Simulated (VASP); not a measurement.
The system is PrBe3Si.

```
Pr Be Si
1.0
     2.21159    1.27686    3.81892
    -2.21159    1.27686    3.81892
     0.00000   -2.55372    3.81892
Pr Be Si
1 3 1
Direct
  0.50000 0.50000 0.50000
  0.56504 0.43496 0.00000
  0.00000 0.56504 0.43496
  0.43496 0.00000 0.56504
  0.00000 0.00000 0.00000
```

The cell was generated, and may not be a known phase.

* Program: VASP 6.6.1
* Task: relaxation of cell and atoms
* Functional: PBE
* Potentials or basis: VASP PAW PBE potentials, release 64 (Pr_3, Be, Si), 4f in core
* Cutoff: 600 eV
* k mesh: 5 × 5 × 5
* Occupations: gaussian, width 0.2 eV
* Spin: no spin polarisation

At the start: pressure 37.7 GPa; volume 12.94 Å³/atom.

Problem. How do energy, volume and symmetry change on relaxing?

Solution. Over 10 steps the energy falls by 1186.0 meV/atom and the volume is 17.32 Å³/atom (+33.8 %); space group R32 (No. 155, to 0.1 Å) before, R-3m (No. 166, to 0.1 Å).

Step by step:
| step | energy change (eV) | largest force (eV/Å) | pressure (GPa) | volume (Å³) |
| --- | --- | --- | --- | --- |
| 1 | 0.0000 | 3.4489 | 37.74 | 64.71 |
| 2 | -4.1217 | 0.5038 | -4.64 | 97.20 |
| 3 | -4.1182 | 0.4390 | -5.52 | 99.18 |
| 4 | -5.3306 | 0.6462 | -6.03 | 95.58 |
| 5 | -5.8327 | 0.2850 | -1.02 | 89.85 |
| 6 | -5.8551 | 0.4652 | -3.05 | 91.37 |
| 7 | -5.8583 | 0.4435 | -2.80 | 91.15 |
| 8 | -5.9235 | 0.0205 | 0.59 | 86.17 |
| 9 | -5.9237 | 0.0409 | 0.42 | 86.39 |
| 10 | -5.9301 | 0.0459 | -0.09 | 86.58 |

Final structure:
```cif
data_structure
_symmetry_space_group_name_H-M 'P 1'
_symmetry_Int_Tables_number 1
_cell_length_a 5.9481
_cell_length_b 5.9481
_cell_length_c 5.9481
_cell_angle_alpha 42.386
_cell_angle_beta 42.386
_cell_angle_gamma 42.386
_cell_volume 86.58
loop_
_atom_site_label
_atom_site_type_symbol
_atom_site_fract_x
_atom_site_fract_y
_atom_site_fract_z
_atom_site_occupancy
Pr1 Pr 0.50000 0.50000 0.50000 1
Be1 Be 0.49938 0.50062 0.00000 1
Be2 Be 0.00000 0.49938 0.50062 1
Be3 Be 0.50062 0.00000 0.49938 1
Si1 Si 0.00000 0.00000 0.00000 1
```

Caveat: the volume moved by over 15 % at a fixed basis, so the end points are rough; the relaxation stopped at a loose force limit of 0.08 eV/Å, so its end isn't a converged minimum.
